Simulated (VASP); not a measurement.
Here is a VASP 6.6.1 calculation.

INCAR

```
SYSTEM = AlFe
  PREC = Accurate
  ENCUT = 600
  EDIFF = 1E-6
  ISMEAR = -1
  SIGMA = 0.1
  LREAL = .FALSE.
  LASPH = .TRUE.
  NELM = 200
  ALGO = Normal
  ISIF = 2
  LWAVE = .FALSE.
  LCHARG = .FALSE.
  ISPIN = 2
  MAGMOM = 0 0.78
  LORBIT = 11
  NUPDOWN = 0.78
  LMAXMIX = 4
  GGA = PE
  NBANDS = 16
  GGA_COMPAT = .FALSE.
```

File KPOINTS:

```
Automatic mesh
0
G
  11 11 11
  0 0 0
```

File POSCAR:

```
AlFe
1.0
    2.9100000000      0.0000000000      0.0000000000
    0.0000000000      2.9100000000      0.0000000000
    0.0000000000      0.0000000000      2.9100000000
Al Fe
1 1
Direct
    0.0000000000      0.0000000000      0.0000000000
    0.5000000000      0.5000000000      0.5000000000
```

Potentials or basis: VASP PAW PBE potentials, release 64 (Al, Fe).

Launch:

```console
$ cat potpaw_PBE.64/Al/POTCAR potpaw_PBE.64/Fe/POTCAR > POTCAR
$ mpirun -np 1 vasp_std > vasp.out
```

(1) Predict the pressure.

Answers

(1) -5.4 GPa.

Caveat: the total moment is fixed, so each spin has its own Fermi level.
